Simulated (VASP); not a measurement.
HfB: single point with PBE

Crystal: HfB.

```xyz
2
Lattice="2.8349 0.0000 0.0000 0.0000 2.8349 0.0000 0.0000 0.0000 3.2841" Properties=species:S:1:pos:R:3 pbc="T T T"
Hf    0.0000    0.0000    0.0000
B     1.4174    1.4174    1.6421
```

- Program: VASP 6.6.1
- Task: single point
- Functional: PBE
- Potentials or basis: VASP PAW PBE potentials, release 64 (Hf_pv, B)
- Cutoff: 520 eV
- k mesh: 7 × 7 × 6
- Occupations: fermi-dirac, width 0.1 eV
- Spin: no spin polarisation
- Dipole correction: no
- Further INCAR settings: ALGO = Normal; EDIFF = 1e-07; NBANDS = 14

- Pressure: 1.8 GPa

Stress tensor (GPa, compression positive):
```
1.54 0.00 0.00
0.00 1.54 0.00
0.00 0.00 2.17
```

Levels at points of the mesh, in eV from the Fermi level:
| k point | band 5 | band 6 | band 7 | band 8 | band 9 | band 10 |
| --- | --- | --- | --- | --- | --- | --- |
| (0.00, 0.00, 0.00) | -2.16 | -1.87 | 0.82 | 3.35 | 3.35 | 5.27 |
| (0.00, 0.00, 0.50) | -6.69 | -1.27 | 0.66 | 0.66 | 4.51 | 7.02 |

Run time: 6.9 s on 1 thread of Intel(R) Xeon(R) Platinum 8488C (Sapphire Rapids) (shared host), peak memory 0.14 GiB.

Caveat: spin-orbit coupling is left out, which moves the levels of the heavy elements.
